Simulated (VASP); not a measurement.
Wanted: the native input for a VASP 6.6.1 run.

| Quantity | Value |
| --- | --- |
| Task | single point |
| Functional | PBEsol |
| Potentials or basis | VASP PAW PBE potentials, release 64 (Ga_d, N) |
| Cutoff | 520 eV |
| k mesh | 13 × 13 × 13 |
| Occupations | fermi-dirac, width 0.02 eV |
| Spin | no spin polarisation |
| Dipole correction | no |
| Further INCAR settings | ALGO = Normal; EDIFF = 1e-07; NBANDS = 16 |

The structure of GaN lies in POSCAR:

```
GaN
1.0
    0.0000000000      1.9858360706      1.9858360706
    1.9858360706      0.0000000000      1.9858360706
    1.9858360706      1.9858360706      0.0000000000
Ga N
1 1
Direct
    0.5000000000      0.5000000000      0.5000000000
    0.0000000000      0.0000000000      0.0000000000
```

This cell differs from its parent crystal: volume scaled by 0.99.

One way to write it, as run:

INCAR

```
SYSTEM = GaN
PREC = Accurate
ENCUT = 520
EDIFF = 1E-7
ISMEAR = -1
SIGMA = 0.02
LREAL = .FALSE.
LASPH = .TRUE.
NELM = 60
ALGO = Normal
ISIF = 2
LWAVE = .FALSE.
LCHARG = .FALSE.
GGA = PS
NBANDS = 16
```

KPOINTS

```
regular mesh
0
G
  13 13 13
  0 0 0
```

Potentials or basis: VASP PAW PBE potentials, release 64 (Ga_d, N).

Launch:

```bash
$ cat potpaw_PBE.64/Ga_d/POTCAR potpaw_PBE.64/N/POTCAR > POTCAR
$ mpirun -np 1 vasp_std > vasp.out
```

Results of the run:

* Pressure: 64.3 GPa
* Band gap on the k mesh: 1.89 eV, indirect (least direct gap 5.37 eV)

Caveat: the PAW data sets were made with another functional, which shifts forces and pressure a little.

Run time: 36 s on 1 thread of Intel Xeon 6975P-C (shared host), peak memory 0.15 GiB.
